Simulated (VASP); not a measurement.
The system is Mg2B.

```
CELL_PARAMETERS angstrom
-1.91550 1.91550 3.14162
1.91550 -1.91550 3.14162
1.91550 1.91550 -3.14162
ATOMIC_POSITIONS crystal
Mg 0.59300 0.59300 0.00000
Mg 0.40700 0.40700 0.00000
B 0.00000 0.00000 0.00000
```

* Program: VASP 6.6.1
* Task: relaxation of cell and atoms
* Functional: PBE
* Potentials or basis: VASP PAW PBE potentials, release 64 (Mg, B)
* Cutoff: 600 eV
* k mesh: 6 × 6 × 6
* Occupations: gaussian, width 0.1 eV
* Spin: no spin polarisation

At the start: pressure 15.8 GPa; volume 15.37 Å³/atom.

Question: How do energy, volume and symmetry change on relaxing?

Answer: Over 25 steps the energy falls by 4329.5 meV/atom and the volume is 19.89 Å³/atom (+29.4 %); space group I4/mmm (No. 139, to 0.05 Å).

The path:
```csv
step,energy change (eV),largest force (eV/Å),pressure (GPa),volume (Å³)
1,0.0000,27.4243,15.84,46.11
2,-9.0891,5.0884,35.37,52.13
3,-9.2537,4.6471,34.32,52.06
4,-11.6374,1.7527,-2.94,84.71
5,-11.9360,1.4385,2.84,70.84
6,-11.9408,1.5612,1.75,72.55
7,-11.9412,1.5280,2.06,72.03
8,-12.1460,1.0937,-0.51,77.97
9,-12.2111,0.7662,-2.02,83.37
10,-12.2982,0.3604,-0.73,79.92
11,-12.3112,0.0669,0.17,78.08
12,-12.3734,0.0304,0.28,76.48
13,-12.5704,0.2087,0.54,71.64
14,-12.8344,1.1617,1.74,61.82
15,-12.9144,0.8273,0.28,60.95
16,-12.9211,0.6876,-0.35,60.41
17,-12.9222,0.7228,-0.20,60.56
18,-12.9387,0.6227,-0.27,60.60
19,-12.9727,0.3449,-0.38,60.74
20,-12.9699,0.2876,-0.22,60.99
21,-12.9838,0.0965,-0.36,60.85
22,-12.9840,0.0638,-0.35,60.87
23,-12.9866,0.0267,-0.40,60.58
24,-12.9876,0.0138,-0.46,60.25
25,-12.9885,0.0025,-0.08,59.68
```

Final structure:
```yaml
crystal:
  lattice:
    - [-1.48441, 1.48441, 6.77151]
    - [1.48441, -1.48441, 6.77151]
    - [1.48441, 1.48441, -6.77151]
  atoms:
    - { symbol: Mg, position: [0.83387, 0.83387, 0.00000] }
    - { symbol: Mg, position: [0.16613, 0.16613, 0.00000] }
    - { symbol: B, position: [0.00000, 0.00000, 0.00000] }
```

Caveat: the k points lie up to 0.50 Å⁻¹ apart in the final cell; the volume moved by over 15 % at a fixed basis, so the end points are rough.
